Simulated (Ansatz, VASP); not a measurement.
## One calculation of CdSe, two programs

INCAR

```
ALGO = Normal ; EDIFF = 1E-6
ENCUT = 500 ; GGA = PS
GGA_COMPAT = False ; ISIF = 2
ISMEAR = 0 ; LASPH = True
LCHARG = False ; LREAL = False
LWAVE = False ; NBANDS = 16
NELM = 120 ; PREC = Accurate
SIGMA = 0.01
```

KPOINTS

```
k-points
0
Gamma
  4 4 4
```

Contents of POSCAR:

```
CdSe
1.0
    0.0000000000      3.0702712000      3.0702712000
    3.0702712000      0.0000000000      3.0702712000
    3.0702712000      3.0702712000      0.0000000000
Cd Se
1 1
Direct
    0.0000000000      0.0000000000      0.0000000000
    0.7500000000      0.7500000000      0.7500000000
```

Input for Ansatz:

```yaml
crystal:
  lattice:
    - [0.0, 3.0702712, 3.0702712]
    - [3.0702712, 0.0, 3.0702712]
    - [3.0702712, 3.0702712, 0.0]
  atoms:
    - { symbol: Cd, position: [0.0, 0.0, 0.0] }
    - { symbol: Se, position: [0.75, 0.75, 0.75] }
basis:
  ecutwfc: 420.0
kpoints:
  mp_grid:
    grid: [4, 4, 4]
hamiltonian:
  xc: pbesol
scf:
  occupations:
    method: fixed
output:
  eigenvalues: true
```

Alike in both runs: task single point; functional PBEsol; k mesh 4 × 4 × 4; no spin polarisation.

```csv
,VASP,Ansatz
version,VASP 6.6.1,Ansatz 0.2.0
potentials or method,"VASP PAW PBE potentials, release 64 (Cd, Se), cutoff 500 eV","plane waves, PAW"
occupations,"gaussian, width 0.01 eV",fixed
valence electrons in the cell,18,36
```

```csv
,VASP,Ansatz,Ansatz less VASP
gap on the k mesh at the Fermi level (eV),0.41,0.41,-0.001
```

VASP's potentials were made for PBE, not for PBEsol. VASP's potentials hold 18 valence electrons a cell and Ansatz's 36, so a difference there can come from the potentials and not from the codes.

The k mesh is coarse, so the values compare programs but aren't converged.
